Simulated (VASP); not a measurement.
The system is Ga3Sb2As.

```
Ga Sb As
1.0
     4.03837    0.00000    0.00000
    -2.01918    3.49733    0.00000
     0.00000    0.00000    9.89194
Ga Sb As
3 2 1
Direct
  0.00000 0.00000 0.00000
  0.33333 0.66667 0.66667
  0.66667 0.33333 0.33333
  0.66667 0.33333 0.58333
  0.00000 0.00000 0.25000
  0.33333 0.66667 0.91667
```

```yaml
Program: VASP 6.6.1
Task: relaxation of cell and atoms
Functional: PBE
Potentials_or_basis: VASP PAW PBE potentials, release 64 (Ga_d, Sb, As)
Cutoff: 600 eV
k_mesh: 6 × 6 × 2
Occupations: gaussian, width 0.1 eV
Spin: no spin polarisation
```

At the start: pressure 14.3 GPa; volume 23.28 Å³/atom.

Where does the relaxation end?

Over 9 steps the energy falls by 202.9 meV/atom and the volume is 28.00 Å³/atom (+20.3 %); space group P3m1 (No. 156, to 0.05 Å).

Step by step:
| step | energy change (eV) | largest force (eV/Å) | pressure (GPa) | volume (Å³) |
| --- | --- | --- | --- | --- |
| 1 | 0.0000 | 1.4042 | 14.26 | 139.71 |
| 2 | -0.9482 | 0.2832 | -3.79 | 185.95 |
| 3 | -1.1594 | 0.5336 | -0.22 | 169.09 |
| 4 | -1.1845 | 0.3518 | -0.10 | 168.55 |
| 5 | -1.2075 | 0.3041 | 0.31 | 166.97 |
| 6 | -1.2094 | 0.2078 | 0.25 | 167.33 |
| 7 | -1.2162 | 0.1218 | -0.13 | 168.49 |
| 8 | -1.2162 | 0.1248 | -0.12 | 168.45 |
| 9 | -1.2175 | 0.0145 | -0.04 | 168.03 |

Final structure:
```
Ga Sb As
1.0
     4.29996    0.00000    0.00000
    -2.14998    3.72387    0.00000
     0.00000    0.00000   10.49343
Ga Sb As
3 2 1
Direct
  0.00000 0.00000 0.98672
  0.33333 0.66667 0.67935
  0.66667 0.33333 0.33406
  0.66667 0.33333 0.58916
  0.00000 0.00000 0.24401
  0.33333 0.66667 0.91671
```

Caveat: the volume moved by over 15 % at a fixed basis, so the end points are rough.
